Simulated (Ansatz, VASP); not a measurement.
## One calculation of Cu, two programs

INCAR

```
SYSTEM = Cu
ALGO     = Fast           ! electronic algorithm
EDIFF    = 1E-7           ! SCF threshold, eV
ENCUT    = 520            ! plane-wave cutoff, eV
GGA      = PS             ! functional
ISIF     = 2              ! what is computed and relaxed
ISMEAR   = 0              ! smearing method
LASPH    = .True.         ! aspherical terms in the spheres
LCHARG   = .False.        ! write CHGCAR
LREAL    = .False.        ! projectors in reciprocal space
LWAVE    = .False.        ! write WAVECAR
NBANDS   = 18             ! bands
NELM     = 60             ! most SCF steps
PREC     = Accurate       ! precision mode
SIGMA    = 0.1            ! smearing width, eV
```

KPOINTS

```
k-points
0
Gamma
  18 18 20
  0 0 0
```

Contents of POSCAR:

```
Cu
1.0
    2.9479871186      0.0000000000      0.0000000000
    0.0000000000      2.9479871186      0.0000000000
    0.0000000000      0.0000000000      2.7744147012
Cu
2
Direct
    0.0000000000      0.0000000000      0.0000000000
    0.5000000000      0.5000000000      0.5000000000
```

Input for Ansatz:

```yaml
crystal:
  lattice:
    - [2.9479871186, 0.0, 0.0]
    - [0.0, 2.9479871186, 0.0]
    - [0.0, 0.0, 2.7744147012]
  atoms:
    - { symbol: Cu, position: [0.0, 0.0, 0.0] }
    - { symbol: Cu, position: [0.5, 0.5, 0.5] }
basis:
  ecutwfc: 420
kpoints:
  mp_grid: { grid: [18, 18, 20] }
hamiltonian:
  xc: pbesol
scf:
  occupations: { method: gaussian, width: 0.1 }
output:
  forces: true
  stress: true
  eigenvalues: true
  write_density: true
  write_potential: true
  elf: true
  volumetric_format: npy
```

Change from the starting cell: equal strain along all axes, cell held, atoms relaxed: +2.0 %.

Alike in both runs: task single point; functional PBEsol; k mesh 18 × 18 × 20; occupations gaussian, width 0.1 eV; no spin polarisation.

|  | VASP | Ansatz |
| --- | --- | --- |
| version | VASP 6.6.1 | Ansatz 0.2.0 |
| potentials or method | VASP PAW PBE potentials, release 64 (Cu), cutoff 520 eV | scalar-relativistic, plane waves, PAW |
| valence electrons in the cell | 22 | 38 |

|  | VASP | Ansatz | Ansatz less VASP |
| --- | --- | --- | --- |
| gap on the k mesh at the Fermi level (eV) | none | none | - |
| pressure (GPa) | -7.8 | -8.5 | -0.67 |
| traceless stress, the component that is largest in VASP (GPa) | -0.22 | -0.25 | -0.030 |

VASP's potentials were made for PBE, not for PBEsol. A gap of «none» marks a metal or a gap that the smearing closes. With one functional, cell and mesh, what is left measures potentials, basis and numerics. VASP's potentials hold 22 valence electrons a cell and Ansatz's 38, so a difference there can come from the potentials and not from the codes.
